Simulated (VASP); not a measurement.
The system is Fe.

```xyz
1
Lattice="0.0000 1.8395 1.8395 1.8395 0.0000 1.8395 1.8395 1.8395 0.0000" Properties=species:S:1:pos:R:3 pbc="T T T"
Fe    0.0000    0.0000    0.0000
```

Base run:

* Program: VASP 6.6.1
* Functional: PBE
* Potentials or basis: VASP PAW PBE potentials, release 64 (Fe)
* Cutoff: 520 eV
* k mesh: 12 × 12 × 12
* Occupations: fermi-dirac, width 0.1 eV
* Spin: collinear spin, ferromagnetic start
* Starting moments: [2.88] μB
* Fixed moment: 2.88 μB

Its results: pressure 0.5 GPa; site moments Fe +2.86 μB.

Question: After a change of settings the same cell gave: pressure -21.1 GPa; site moments Fe +1.74 μB. Which change was it?
A. fixed moment from 2.88 μB to 2.3 μB; moments at the start from [2.88] to [2.3]
B. fixed moment from 2.88 μB to 4.6 μB; moments at the start from [2.88] to [4.6]
C. fixed moment from 2.88 μB to 1.73 μB; moments at the start from [2.88] to [1.73]
D. fixed moment from 2.88 μB to 0.58 μB; moments at the start from [2.88] to [0.58]

Answer: C.

Caveats: the total moment is fixed, so each spin has its own Fermi level.
